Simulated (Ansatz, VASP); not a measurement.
**Two plane-wave programs on Zn3Se**

File INCAR:

```
SYSTEM = Zn3Se
PREC = Accurate
ENCUT = 600
EDIFF = 1E-6
ISMEAR = 0
SIGMA = 0.1
LREAL = .FALSE.
LASPH = .TRUE.
NELM = 100
ALGO = Normal
ISIF = 3
LWAVE = .FALSE.
LCHARG = .FALSE.
GGA = PE
IBRION = 2
NSW = 100
EDIFFG = -0.01
```

File KPOINTS:

```
Automatic mesh
0
G
  6 6 8
  0 0 0
```

The input POSCAR:

```
Zn3Se
1.0
    6.0633142600      0.0000000000      0.0000000000
   -3.0316571300      5.2509841800      0.0000000000
    0.0000000000      0.0000000000      4.8943674600
Zn Se
6 2
Direct
    0.8329999900      0.6659999800      0.2500000000
    0.1670000100      0.8329999900      0.7500000000
    0.3340000200      0.1670000100      0.2500000000
    0.1670000100      0.3340000200      0.7500000000
    0.8329999900      0.1670000100      0.2500000000
    0.6659999800      0.8329999900      0.7500000000
    0.3333333300      0.6666666700      0.2500000000
    0.6666666700      0.3333333300      0.7500000000
```

Input for Ansatz:

```yaml
crystal:
  lattice:
    - [6.06331426, 0.0, 0.0]
    - [-3.03165713, 5.25098418, 0.0]
    - [0.0, 0.0, 4.89436746]
  atoms:
    - { symbol: Zn, position: [0.83299999, 0.66599998, 0.25] }
    - { symbol: Zn, position: [0.16700001, 0.83299999, 0.75] }
    - { symbol: Zn, position: [0.33400002, 0.16700001, 0.25] }
    - { symbol: Zn, position: [0.16700001, 0.33400002, 0.75] }
    - { symbol: Zn, position: [0.83299999, 0.16700001, 0.25] }
    - { symbol: Zn, position: [0.66599998, 0.83299999, 0.75] }
    - { symbol: Se, position: [0.33333333, 0.66666667, 0.25] }
    - { symbol: Se, position: [0.66666667, 0.33333333, 0.75] }
basis:
  ecutwfc: 420
kpoints:
  mp_grid: { grid: [6, 6, 8] }
hamiltonian:
  xc: pbe
scf:
  occupations: { method: gaussian, width: 0.1 }
output:
  forces: true
  stress: true
  eigenvalues: true
relax:
  adjacent_minimum: "off"
  f_tol: 0.01
  max_steps: 80
  cell: { stress_tol: 0.05 }
```

Change from the starting cell: species swapped into the Ti3Ga type (P6_3/mmc, No. 194).

Alike in both runs: task relaxation of cell and atoms; functional PBE; k mesh 6 × 6 × 8; occupations gaussian, width 0.1 eV; no spin polarisation.

```csv
,VASP,Ansatz
version,VASP 6.6.1,Ansatz 0.2.0
potentials or method,"VASP PAW PBE potentials, release 64 (Zn, Se), cutoff 600 eV","scalar-relativistic, plane waves, PAW"
valence electrons in the cell,84,104
```

VASP gave:

```
gap on the k mesh at the Fermi level, each at its own relaxed structure (eV) : none
relaxed volume (Å³/atom)                                                     : 19.20
relaxed length of the cell vector where the two differ most in proportion (Å)              : 3.673
```

Which values does Ansatz return?

gap on the k mesh at the Fermi level, each at its own relaxed structure (eV): none; relaxed volume (Å³/atom): 19.15; relaxed length of the cell vector where the two differ most in proportion (Å): 3.668.

A gap of «none» marks a metal or a gap that the smearing closes. VASP's potentials hold 84 valence electrons a cell and Ansatz's 104, so a difference there can come from the potentials and not from the codes.
